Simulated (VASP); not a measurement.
Here is a VASP 6.6.1 calculation.

INCAR

```
PREC     = Accurate       # precision mode
ENCUT    = 520            # plane-wave cutoff, eV
EDIFF    = 1E-6           # SCF threshold, eV
ISMEAR   = 0              # smearing method
SIGMA    = 0.1            # smearing width, eV
LREAL    = False          # projectors in reciprocal space
LASPH    = True           # aspherical terms in the spheres
NELM     = 80             # most SCF steps
ALGO     = Normal         # electronic algorithm
ISIF     = 2              # what is computed and relaxed
LWAVE    = False          # write WAVECAR
LCHARG   = False          # write CHGCAR
GGA      = PE             # functional
NBANDS   = 50             # bands
```

File KPOINTS:

```
Automatic mesh
0
Gamma
  4 4 4
```

File POSCAR:

```
HfZr6
1.0
    4.9084175900      0.0000000000      0.0000000000
    0.0000000000      4.9084175900      0.0000000000
    0.0000000000      0.0000000000      4.9084175900
Zr Hf
6 1
Direct
    0.8011341100      0.5000000000      0.5000000000
    0.1988658900      0.5000000000      0.5000000000
    0.5000000000      0.5000000000      0.8011341100
    0.5000000000      0.5000000000      0.1988658900
    0.5000000000      0.1988658900      0.5000000000
    0.5000000000      0.8011341100      0.5000000000
    0.0000000000      0.0000000000      0.0000000000
```

Potentials or basis: VASP PAW PBE potentials, release 64 (Zr_sv, Hf_pv).

Run with:

```sh
$ cat potpaw_PBE.64/Zr_sv/POTCAR potpaw_PBE.64/Hf_pv/POTCAR > POTCAR
$ mpirun -np 1 vasp_std > vasp.out
```

Problem. Estimate the largest force.

Solution. 17.200 eV/Å.

Problem. Estimate the pressure.

Solution. 176.3 GPa.

Problem. Predict the band gap on the k mesh.

Solution. Zero (band 41 reaches 11.85 eV, above the bottom of band 42 at 10.82 eV).

Forces on the atoms (eV/Å):
```
Zr   17.200   0.000   0.000
Zr  -17.200   0.000   0.000
Zr    0.000   0.000  17.200
Zr    0.000   0.000 -17.200
Zr    0.000 -17.200   0.000
Zr    0.000  17.200   0.000
Hf    0.000   0.000   0.000
```

Caveat: spin-orbit coupling is left out, which moves the levels of the heavy elements; forces of over 1 eV/Å act on the atoms, so gaps and moduli don't describe the material at rest.
